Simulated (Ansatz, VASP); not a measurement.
## One calculation of GaP, two programs

INCAR

```
SYSTEM = GaP
ALGO = Normal ; EDIFF = 1E-6
ENCUT = 500 ; GGA_COMPAT = .FALSE.
ISIF = 2 ; ISMEAR = 0
LASPH = .TRUE. ; LCHARG = .FALSE.
LREAL = .FALSE. ; LWAVE = .FALSE.
NBANDS = 16 ; NELM = 120
PREC = Accurate ; SIGMA = 0.02
```

The input KPOINTS:

```
k-points
0
G
  8 8 8
  0 0 0
```

File POSCAR:

```
GaP
1.0
    0.0000000000      2.7224013681      2.7224013681
    2.7224013681      0.0000000000      2.7224013681
    2.7224013681      2.7224013681      0.0000000000
Ga P
1 1
Direct
    0.0000000000      0.0000000000      0.0000000000
    0.7500000000      0.7500000000      0.7500000000
```

Input for Ansatz:

```yaml
crystal:
  lattice:
    - [0.0, 2.7224013681, 2.7224013681]
    - [2.7224013681, 0.0, 2.7224013681]
    - [2.7224013681, 2.7224013681, 0.0]
  atoms:
    - { symbol: Ga, position: [0.0, 0.0, 0.0] }
    - { symbol: P, position: [0.75, 0.75, 0.75] }
basis:
  ecutwfc: 420
kpoints:
  mp_grid: { grid: [8, 8, 8] }
hamiltonian:
  xc: lda
  pseudopotentials: { kind: paw, azcp: { folder: soft_1 } }
scf:
  occupations: { method: gaussian, width: 0.02 }
output:
  forces: true
  stress: true
  eigenvalues: true
```

Alike in both runs: task single point; functional LDA; k mesh 8 × 8 × 8; occupations gaussian, width 0.02 eV; no spin polarisation.

|  | VASP | Ansatz |
| --- | --- | --- |
| version | VASP 6.6.1 | Ansatz 0.2.0 |
| potentials or method | VASP PAW LDA potentials, release 64 (Ga_d, P), cutoff 500 eV | scalar-relativistic, plane waves, PAW |
| valence electrons in the cell | 18 | 18 |

VASP gave:

| Quantity | Value |
| --- | --- |
| gap on the k mesh at the Fermi level (eV) | 1.49 |
| least direct gap on the mesh (eV) | 1.66 |
| pressure (GPa) | -2.4 |

Question: Estimate Ansatz's values.

Answer: gap on the k mesh at the Fermi level (eV): 1.49; least direct gap on the mesh (eV): 1.63; pressure (GPa): -2.5.

Ansatz warns that its potentials were made for another functional, while VASP's fit it. LDA's correlation is that of Perdew and Zunger in VASP and of Perdew and Wang (1992) in Ansatz.
